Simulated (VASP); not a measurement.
Here is a VASP 6.6.1 calculation.

INCAR

```
  PREC = Accurate
  ENCUT = 520
  EDIFF = 1E-6
  ISMEAR = 0
  SIGMA = 0.1
  LREAL = Auto
  LASPH = T
  NELM = 80
  ALGO = Normal
  ISIF = 2
  LWAVE = F
  LCHARG = T
  LDIPOL = T
  IDIPOL = 3
  DIPOL = 0.5 0.5 0.471
  GGA = PE
  IVDW = 12
  LELF = T
  LVHAR = T
  LVACPOTAV = T
  NBANDS = 128
```

File KPOINTS:

```
regular mesh
0
Gamma
  6 6 1
```

The input POSCAR:

```
W16N
1.0
    5.4723966476      0.0000000000      0.0000000000
   -1.8241322159      5.1594250385      0.0000000000
    0.0000000000      0.0000000000     25.7022897284
W N
16 1
Direct
    0.2500000000      0.2500000000      0.3307098351
    0.2500000000      0.7500000000      0.3307098351
    0.7500000000      0.2500000000      0.3307098351
    0.7500000000      0.7500000000      0.3307098351
    0.5000000000      0.5000000000      0.4176319187
    0.5000000000      0.0000000000      0.4176319187
    0.0000000000      0.5000000000      0.4176319187
    0.0000000000      0.0000000000      0.4176319187
    0.7507351396      0.7502053539      0.5058520026
    0.7509591417      0.2490408583      0.5033275159
    0.2499614955      0.7500385045      0.5046185872
    0.2497946461      0.2492648604      0.5058520026
   -0.0016599883      0.0016599883      0.5908609498
   -0.0024960910      0.4971804365      0.5915936826
    0.5028195635      0.0024960910      0.5915936826
    0.5053366001      0.4946633999      0.5890703904
    0.2199626911      0.7800373089      0.6347849775
```

Potentials or basis: VASP PAW PBE potentials, release 64 (W_sv, N).

Launch:

```sh
$ cat potpaw_PBE.64/W_sv/POTCAR potpaw_PBE.64/N/POTCAR > POTCAR
$ mpirun -np 1 vasp_std > vasp.out
```

**Question.** What does it give for the dispersion energy per atom?

**Answer.** -0.482 eV.

**Question.** What does it give for the largest force?

**Answer.** 0.632 eV/Å.

Forces in eV/Å, atoms in the order of the input:
```
W    0.002 -0.025  0.561
W   -0.002  0.001  0.325
W   -0.009  0.006  0.459
W    0.024  0.007  0.561
W   -0.101  0.071 -0.620
W    0.053  0.087 -0.405
W   -0.065 -0.079 -0.405
W    0.097 -0.068 -0.609
W   -0.001 -0.005 -0.007
W   -0.005  0.003  0.008
W   -0.003  0.002  0.002
W    0.004  0.002 -0.007
W   -0.014  0.010  0.016
W   -0.031 -0.074 -0.024
W    0.059  0.054 -0.024
W   -0.011  0.008  0.044
N    0.002 -0.002  0.125
```
